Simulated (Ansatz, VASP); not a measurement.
## Two plane-wave programs on WS2

INCAR

```
SYSTEM = WS2
PREC     = Accurate       ! precision mode
ENCUT    = 520            ! plane-wave cutoff, eV
EDIFF    = 1E-6           ! SCF threshold, eV
ISMEAR   = 0              ! smearing method
SIGMA    = 0.05           ! smearing width, eV
LREAL    = .False.        ! projectors in reciprocal space
LASPH    = .True.         ! aspherical terms in the spheres
NELM     = 100            ! most SCF steps
ALGO     = Normal         ! electronic algorithm
ISIF     = 2              ! what is computed and relaxed
LWAVE    = .False.        ! write WAVECAR
LCHARG   = .False.        ! write CHGCAR
GGA      = PS             ! functional
IVDW     = 12             ! dispersion correction
NBANDS   = 35             ! bands
```

Contents of KPOINTS:

```
regular mesh
0
Gamma
  12 12 4
  0 0 0
```

File POSCAR:

```
WS2
1.0
    3.0212855752      0.0000000000      0.0000000000
   -1.5106427876      2.6165100602      0.0000000000
    0.0000000000      0.0000000000     11.7722466704
W S
2 4
Direct
    0.3333333333      0.6666666667      0.2500000000
    0.6666666667      0.3333333333      0.7500000000
    0.3333333333      0.6666666667      0.6164531912
    0.6666666667      0.3333333333      0.1164531912
    0.3333333333      0.6666666667      0.8835468088
    0.6666666667      0.3333333333      0.3835468088
```

Input for Ansatz:

```yaml
crystal:
  lattice:
    - [3.0212855752, 0.0, 0.0]
    - [-1.5106427876, 2.6165100602, 0.0]
    - [0.0, 0.0, 11.7722466704]
  atoms:
    - { symbol: W, position: [0.3333333333, 0.6666666667, 0.25] }
    - { symbol: W, position: [0.6666666667, 0.3333333333, 0.75] }
    - { symbol: S, position: [0.3333333333, 0.6666666667, 0.6164531912] }
    - { symbol: S, position: [0.6666666667, 0.3333333333, 0.1164531912] }
    - { symbol: S, position: [0.3333333333, 0.6666666667, 0.8835468088] }
    - { symbol: S, position: [0.6666666667, 0.3333333333, 0.3835468088] }
basis:
  ecutwfc: 420
kpoints:
  mp_grid: { grid: [12, 12, 4] }
hamiltonian:
  xc: pbesol
  dispersion: d3bj
scf:
  occupations: { method: gaussian, width: 0.05 }
output:
  forces: true
  stress: true
  eigenvalues: true
```

Change from the starting cell: strain -0.0300 x Voigt [1, 1, 0, 0, 0, 0], atoms carried along.

Alike in both runs: task single point; functional PBEsol; dispersion D3(BJ); k mesh 12 × 12 × 4; occupations gaussian, width 0.05 eV; no spin polarisation.

```csv
,VASP,Ansatz
version,VASP 6.6.1,Ansatz 0.2.0
potentials or method,"VASP PAW PBE potentials, release 64 (W_sv, S), cutoff 520 eV","scalar-relativistic, plane waves, PAW"
valence electrons in the cell,52,52
```

```csv
,VASP,Ansatz,Ansatz less VASP
gap on the k mesh at the Fermi level (eV),0.69,0.66,-0.023
least direct gap on the mesh (eV),2.00,2.00,-0.003
pressure (GPa),12.8,12.6,-0.20
"traceless stress, the component that is largest in VASP (GPa)",-3.85,-3.87,-0.011
rms of the force components (eV/Å),0.387,0.377,-0.0102
```

VASP's potentials were made for PBE, not for PBEsol. Atom by atom the forces differ by 0.010 eV/Å (rms over components).

Spin-orbit coupling is off throughout.
